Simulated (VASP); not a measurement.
Here is a VASP 6.6.1 calculation.

The input POSCAR:

```
CuF
1.0
    2.7625362599      0.0000000000      0.0000000000
   -1.3812681299      2.3924265799      0.0000000000
    0.0000000000      0.0000000000      6.4019833617
Cu F
2 2
Direct
    0.0000000000      0.0000000000      0.0000000000
    0.0000000000      0.0000000000      0.5000000000
    0.3333333333      0.6666666667      0.2500000000
    0.6666666667      0.3333333333      0.7500000000
```

INCAR.step1

```
ALGO = Normal ; EDIFF = 1E-4
ENCUT = 520 ; GGA = PE
ISMEAR = -1 ; LASPH = T
LCHARG = F ; LREAL = F
LWAVE = T ; NBANDS = 26
NELM = 100 ; PREC = Accurate
SIGMA = 0.02
```

File INCAR.step2:

```
ALGO = Normal ; EDIFF = 1E-6
ENCUT = 520 ; ISIF = 2
ISMEAR = -1 ; ISTART = 1
LASPH = T ; LCHARG = F
LMIXTAU = T ; LREAL = F
LWAVE = F ; METAGGA = R2SCAN
NBANDS = 26 ; NELM = 100
PREC = Accurate ; SIGMA = 0.02
```

KPOINTS

```
k-points
0
Gamma
  9 9 4
```

Potentials or basis: VASP PAW PBE potentials, release 64 (Cu, F).

Run with:

```console
$ cat potpaw_PBE.64/Cu/POTCAR potpaw_PBE.64/F/POTCAR > POTCAR
$ cp INCAR.step1 INCAR
$ mpirun -np 1 vasp_std > vasp.out
$ cp INCAR.step2 INCAR
$ mpirun -np 1 vasp_std > vasp.out
```

Task: What does it give for the pressure?

Result: 0.2 GPa.

Task: What does it give for the band gap on the k mesh?

Result: Zero (bands 18 and 19 overlap by 0.36 eV).

Caveat: the PAW data sets were made with another functional, which shifts forces and pressure a little. With open d or f shells a metallic result of r2SCAN can be an artefact of self-interaction; +U or a hybrid may open a gap.
